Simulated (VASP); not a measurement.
Input of a VASP 6.6.1 run:

Contents of INCAR:

```
PREC = Accurate
ENCUT = 600
EDIFF = 1E-6
ISMEAR = 0
SIGMA = 0.2
LREAL = False
LASPH = True
NELM = 200
ALGO = Normal
ISIF = 2
LWAVE = False
LCHARG = True
GGA = PE
LELF = True
LVHAR = True
NBANDS = 20
GGA_COMPAT = False
LMAXMIX = 6
```

KPOINTS

```
Automatic mesh
0
Gamma
  4 4 4
```

The input POSCAR:

```
PrBe3Si
1.0
    4.8851859449      0.0000000000      0.0000000000
    0.0000000000      4.8851859449      0.0000000000
    0.0000000000      0.0000000000      4.8851859449
Pr Be Si
1 3 1
Direct
    0.5000000000      0.5000000000      0.5000000000
    0.0000000000      0.5000000000      0.5000000000
    0.5000000000      0.0000000000      0.5000000000
    0.5000000000      0.5000000000      0.0000000000
    0.0000000000      0.0000000000      0.0000000000
```

Potentials or basis: VASP PAW PBE potentials, release 64 (Pr, Be, Si).

Command:

```bash
$ cat potpaw_PBE.64/Pr/POTCAR potpaw_PBE.64/Be/POTCAR potpaw_PBE.64/Si/POTCAR > POTCAR
$ mpirun -np 1 vasp_std > vasp.out
```

Task: Estimate the pressure.

Result: -0.6 GPa.

Caveat: spin-orbit coupling is left out, which moves the levels of the heavy elements; without U or exact exchange the open f shell lies at the Fermi level, which spoils levels, moments and volumes. Spin polarisation is off, so any magnetic state and its effect on volume and gap are missing.
